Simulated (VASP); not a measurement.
# Sr (Im-3m) in VASP: further runs, part 2 of 2

VASP 6.6.1.

### Step 4. Relaxation of volume and atoms at fixed shape, PBE

File INCAR:

```
  ALGO = Normal
  EDIFF = 1E-7
  EDIFFG = -0.005
  ENCUT = 500
  GGA = PE
  GGA_COMPAT = False
  IBRION = 2
  ISIF = 8
  ISMEAR = 1
  LASPH = True
  LCHARG = False
  LREAL = False
  LWAVE = False
  NELM = 120
  NELMIN = 4
  NSW = 50
  PREC = Accurate
  SIGMA = 0.1
```

File KPOINTS:

```
k-points
0
Gamma
  4 4 4
```

File POSCAR:

```
Sr
1.0
   -2.4250000000      2.4250000000      2.4250000000
    2.4250000000     -2.4250000000      2.4250000000
    2.4250000000      2.4250000000     -2.4250000000
Sr
1
Direct
    0.0000000000      0.0000000000      0.0000000000
```

Potentials or basis: VASP PAW PBE potentials, release 64 (Sr_sv).

Started as:

```
cat potpaw_PBE.64/Sr_sv/POTCAR > POTCAR
mpirun -np 1 vasp_std > vasp.out
```

OUTCAR:

```text
EDIFF = 1E-7
   EDIFFG = -0.005
   ENCUT = 500
   GGA = PE
   IBRION = 2
   ISIF = 8
   ISMEAR = 1
   LASPH = True
   LREAL = False
   NELM = 120
   NELMIN = 4
   NSW = 50
   PREC = Accurate

 ion  position               nearest neighbor table
   1  0.000  0.000  0.000-

  LATTYP: Found a body centered cubic cell.
 ALAT       =     4.8500000000

  Lattice vectors:

 A1 = (  -2.4250000000,   2.4250000000,   2.4250000000)
 A2 = (   2.4250000000,  -2.4250000000,   2.4250000000)
 A3 = (   2.4250000000,   2.4250000000,  -2.4250000000)

Analysis of symmetry for initial positions (statically):
=====================================================================
 Subroutine PRICEL returns:
 Original cell was already a primitive cell.

 Routine SETGRP: Setting up the symmetry group for a
 body centered cubic supercell.

 Subroutine GETGRP returns: Found 48 space group operations
 (whereof 48 operations were pure point group operations)
 out of a pool of 48 trial point group operations.

The static configuration has the point symmetry O_h .

Analysis of symmetry for dynamics (positions and initial velocities):
=====================================================================
 Subroutine PRICEL returns:
 Original cell was already a primitive cell.

 Routine SETGRP: Setting up the symmetry group for a
 body centered cubic supercell.

 Subroutine GETGRP returns: Found 48 space group operations
 (whereof 48 operations were pure point group operations)
 out of a pool of 48 trial point group operations.

The dynamic configuration has the point symmetry O_h .

 Subroutine INISYM returns: Found 48 space group operations
 (whereof 48 operations are pure point group operations),
 and found     1 'primitive' translations

[... 81 lines left out ...]
   ISIF   =      8    stress and relaxation
   ISYM   =      2    0-nonsym 1-usesym 2-fastsym
   POTIM  = 0.5000    time-step for ionic-motion
   TEBEG  =    0.0;   TEEND  =   0.0 temperature during run
   PSTRESS=    0.0 pullay stress
   NELECT =      10.0000    total number of electrons
   NUPDOWN=      -1.0000    fix difference up-down
   EMIN   =  10.00;   EMAX   =-10.00  energy-range for DOS
   EFERMI =   0.00;   METHOD = LEGACY
   ISMEAR =     1;   SIGMA  =   0.10  broadening in eV -4-tet -1-fermi 0-gaus
   EFERMI_NEDOS =   21; number of points for ismear=-14 and -15
   IALGO  =     38    algorithm
   IMIX   =      4    mixing-type and parameters
     AMIX     =   0.40;   BMIX     =  1.00
     AMIX_MAG =   1.60;   BMIX_MAG =  1.00
  volume/ion in A,a.u.               =      57.04       384.94
  Fermi-wavevector in a.u.,A,eV,Ry     =   0.916241  1.731445 11.422060  0.839498
  Thomas-Fermi vector in A             =   2.041074
   LORBIT       =      0    0 simple, 1 ext, 2 COOP (PROOUT), +10 PAW based schemes
   GGA     = PE    functional components
   LHFCALC =     F    Hartree Fock is set to
   AEXX    =    0.0000 exact exchange contribution
   IVDW    =     0    specifies the selected vdW correction
   LEPSILON=     F    determine dielectric tensor
   LRPA    =     F    only Hartree local field effects (RPA)
 conjugate gradient relaxation of ions
 non-spin polarized calculation
 Methfessel and Paxton  Order N= 1 SIGMA  =   0.10
  energy-cutoff  :      500.00
  volume of cell :       57.04
 maximum number of plane-waves:      1481
 NGX is ok and might be reduce to    32
   NGX = 15   NGY = 15   NGZ = 15

--------------------------------------- Ionic step        1  -------------------------------------------

 number of electron      10.0000000 magnetization

 Free energy of the ion-electron system (eV)
  ---------------------------------------------------
  ext. energy  EPLUGINS =         0.00000000
  ---------------------------------------------------
  free energy    TOTEN  =        -1.62225257 eV

  energy without entropy =       -1.62341097  energy(sigma->0) =       -1.62263870

------------------------ aborting loop because EDIFF is reached ----------------------------------------

  FORCE on cell =-STRESS in cart. coord.  units (eV):
  Direction    XX          YY          ZZ          XY          YZ          ZX
  --------------------------------------------------------------------------------------
  -------------------------------------------------------------------------------------
  Total       -0.3022487     -0.3022487     -0.3022487      0.0000000      0.0000000     -0.0000000
  in kB       -8.4894557     -8.4894557     -8.4894557      0.0000000      0.0000000     -0.0000000
  external PRESSURE =      -8.4894557 kB  Pullay stress =       0.0000000 kB
[... 92 lines left out ...]
--------------------------------------- Ionic step        4  -------------------------------------------

 number of electron      10.0000000 magnetization

 Free energy of the ion-electron system (eV)
  ---------------------------------------------------
  ext. energy  EPLUGINS =         0.00000000
  ---------------------------------------------------
  free energy    TOTEN  =        -1.63436817 eV

  energy without entropy =       -1.63686696  energy(sigma->0) =       -1.63520110

 E-fermi :   1.6752     XC(G=0):  -7.4680

 val. band max:        1.5429702296   @ k =   0.5000   0.5000   0.2500
 cond. band min:       1.7441266427   @ k =   0.5000   0.5000   0.2500
 fundamental gap:      0.2011564131
 Fermi energy:         1.6751853660

 k-point     1 :       0.0000    0.0000    0.0000
  band No.  band energies     occupation
      1     -34.7989      2.00000
      2     -16.6779      2.00000
      3     -16.6779      2.00000
      4     -16.6779      2.00000
      5      -1.9739      2.00000
      6       4.1575      0.00000
      7       4.1575      0.00000
      8       4.1575      0.00000
      9       5.5191      0.00000
[... 110 lines left out ...]
  FREE ENERGIE OF THE ION-ELECTRON SYSTEM (eV)
  ---------------------------------------------------
  free  energy   TOTEN  =        -1.6343681668 eV

  energy  without entropy=       -1.6368669647  energy(sigma->0) =       -1.63520110

 reached required accuracy - stopping structural energy minimisation
```

OSZICAR:

```text
N       E                     dE             d eps       ncg     rms          rms(c)
DAV:   1     0.428549157390E+02    0.42855E+02   -0.45807E+03   144   0.899E+02
DAV:   2     0.954330038437E-01   -0.42759E+02   -0.42355E+02   150   0.158E+02
DAV:   3    -0.157787472640E+01   -0.16733E+01   -0.16627E+01   221   0.287E+01
[... 40 lines left out ...]
DAV:   3    -0.163433577480E+01    0.13541E-03   -0.48803E-04   201   0.148E-01    0.445E-02
DAV:   4    -0.163435274372E+01   -0.16969E-04   -0.51157E-05   217   0.368E-02    0.351E-02
DAV:   5    -0.163436357332E+01   -0.10830E-04   -0.56061E-06   226   0.154E-02    0.144E-02
DAV:   6    -0.163436819562E+01   -0.46223E-05   -0.14064E-05   202   0.238E-02    0.217E-03
DAV:   7    -0.163436816675E+01    0.28862E-07   -0.20574E-07   138   0.378E-03
   4 F= -.16343682E+01 E0= -.16352011E+01  d E =-.121156E-01
```

Wall time 32 s (1 thread of Intel Xeon 8259CL, shared host); peak memory 0.18 GiB.

What came out:

| Property | Result |
| --- | --- |
| Free energy | -1.6344 eV |
| Relaxed volume | 52.82 Å³/atom |
| Relaxed cell | a = 4.094 Å, b = 4.094 Å, c = 4.094 Å, α = 109.47°, β = 109.47°, γ = 109.47° |
| Space group after relaxing (to 0.1 Å) | Im-3m (No. 229) |
| Energy gained by relaxing | 12.1 meV/atom |
| Ionic steps | 4 |
| Pressure after relaxing | 0.0 GPa |
| Band gap on the k mesh | zero (bands 5 and 6 overlap by 0.55 eV) |

Step by step:
```
step  energy change (eV)  largest force (eV/Å)  pressure (GPa)  volume (Å³)
   1              0.0000                0.0000           -0.85        57.04
   2             -0.0098                0.0000           -0.41        54.58
   3             -0.0121                0.0000           -0.03        52.96
   4             -0.0121                0.0000            0.00        52.82
```

Final structure:
```xyz
1
Lattice="-2.3636 2.3636 2.3636 2.3636 -2.3636 2.3636 2.3636 2.3636 -2.3636" Properties=species:S:1:pos:R:3 pbc="T T T"
Sr    0.0000    0.0000    0.0000
```

Levels at points of the mesh, in eV from the Fermi level:
| k point | band 2 | band 3 | band 4 | band 5 | band 6 | band 7 | band 8 | band 9 |
| --- | --- | --- | --- | --- | --- | --- | --- | --- |
| (0.00, 0.00, 0.00) | -18.35 | -18.35 | -18.35 | -3.65 | 2.48 | 2.48 | 2.48 | 3.84 |
| (0.50, 0.00, 0.00) | -18.58 | -18.43 | -18.35 | -0.97 | 0.33 | 1.28 | 3.68 | 4.37 |
| (0.50, 0.50, 0.50) | -18.52 | -18.52 | -18.52 | -0.14 | -0.14 | 3.84 | 3.84 | 3.84 |

Caveat: the k points lie up to 0.47 Å⁻¹ apart in the final cell, too coarse for converged energies and pressures of a metal.

### Step 5. Single point, PBE, collinear spin

File INCAR:

```
SYSTEM = Sr
PREC = Accurate ; ENCUT = 500
EDIFF = 1E-6 ; ISMEAR = 0
SIGMA = 0.1 ; LREAL = .False.
LASPH = .True. ; NELM = 200
ALGO = Normal ; ISIF = 2
LWAVE = .False. ; LCHARG = .True.
ISPIN = 2 ; MAGMOM = 0.1
LORBIT = 11 ; GGA = PE
LELF = .True. ; LVHAR = .True.
NBANDS = 15 ; GGA_COMPAT = .False.
```

File KPOINTS:

```
regular mesh
0
Gamma
  4 4 4
  0 0 0
```

POSCAR is that of step 4.

Started as:

```
cat potpaw_PBE.64/Sr_sv/POTCAR > POTCAR
mpirun -np 1 vasp_std > vasp.out
```

Wall time 29 s (1 thread of Intel Xeon 8259CL, shared host); peak memory 0.2 GiB.

Results (log left out):

| Item | Value |
| --- | --- |
| Free energy | -1.6281 eV |
| Pressure | -0.8 GPa |
| Band gap on the k mesh | zero (filled and empty bands overlap) |
| Net moment | -0.02 μB per cell |
| Valence electrons inside the program's atomic spheres | Sr 7.91 |

Levels at points of the mesh, in eV from the Fermi level:
Spin up:
```tsv
k point	band 3	band 4	band 5	band 6	band 7	band 8
(0.00, 0.00, 0.00)	-18.52	-18.52	-3.53	2.38	2.38	2.38
(0.50, 0.00, 0.00)	-18.58	-18.52	-0.93	0.23	1.27	3.47
(0.50, 0.50, 0.50)	-18.65	-18.65	-0.04	-0.04	3.53	3.53
```
Spin down:
| k point | band 2 | band 3 | band 4 | band 5 | band 6 | band 7 | band 8 | band 9 |
| --- | --- | --- | --- | --- | --- | --- | --- | --- |
| (0.00, 0.00, 0.00) | -18.52 | -18.52 | -18.52 | -3.55 | 2.38 | 2.38 | 2.38 | 3.65 |
| (0.50, 0.00, 0.00) | -18.70 | -18.58 | -18.52 | -0.94 | 0.21 | 1.26 | 3.46 | 4.12 |
| (0.50, 0.50, 0.50) | -18.65 | -18.65 | -18.65 | -0.05 | -0.05 | 3.52 | 3.52 | 3.52 |

Caveat: the k points lie up to 0.46 Å⁻¹ apart.

### Step 6. Overview

| task | level | spin | cell | k mesh | cutoff (eV) | smearing | gap on the mesh (eV) | pressure (GPa) |
| --- | --- | --- | --- | --- | --- | --- | --- | --- |
| single point | PBE | off | as given | 6 × 6 × 6 | 500 | gaussian 0.1 eV | none | -0.7 |
| single point | r2SCAN | off | as given | 4 × 4 × 4 | 550 | gaussian 0.1 eV | none | -0.5 |
| relaxation of volume and atoms at fixed shape | PBE | off | relaxed | 4 × 4 × 4 | 500 | methfessel-paxton 0.1 eV | none | 0.0 |
| single point | PBE | collinear | as given | 4 × 4 × 4 | 500 | gaussian 0.1 eV | none | -0.8 |

Alike in all rows: potentials or basis VASP PAW PBE potentials, release 64 (Sr_sv).

Caveats: some runs use coarse meshes; the PAW data sets were made with another functional, which shifts forces and pressure a little (at least some runs).

Total energies depend on the potentials used, so only differences within one code and one set of settings carry meaning.
